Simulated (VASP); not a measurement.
# Fe: single point with LDA

The system is Fe.

```xyz
1
Lattice="-1.3749 1.3749 1.3749 1.3749 -1.3749 1.3749 1.3749 1.3749 -1.3749" Properties=species:S:1:pos:R:3 pbc="T T T"
Fe    0.0000    0.0000    0.0000
```

* Program: VASP 6.6.1
* Task: single point
* Functional: LDA
* Potentials or basis: VASP PAW LDA potentials, release 64 (Fe)
* Cutoff: 520 eV
* k mesh: 22 × 22 × 22
* Occupations: gaussian, width 0.05 eV
* Spin: no spin polarisation

- Pressure: -16.8 GPa
- Band gap on the k mesh: zero (bands 4 and 5 overlap by 2.16 eV)

Levels at points of the mesh, in eV from the Fermi level:
```
           k point  band 2  band 3  band 4  band 5  band 6  band 7
(0.00, 0.00, 0.00)   -1.82   -1.82   -1.82   -0.07   -0.07   25.82
(0.50, 0.00, 0.00)   -3.14   -0.08    0.19    0.56    1.40    8.68
(0.50, 0.50, 0.50)   -4.74    1.07    1.07    1.07   10.64   10.64
```

Wall time 16 s on 1 thread of AMD EPYC 9R45 (Zen 5) (shared host), peak memory 0.11 GiB.

Caveat: the cell stands under tension; the run has no spin polarisation, though such a crystal can be magnetic. Spin polarisation is off, so any magnetic state and its effect on volume and gap are missing.
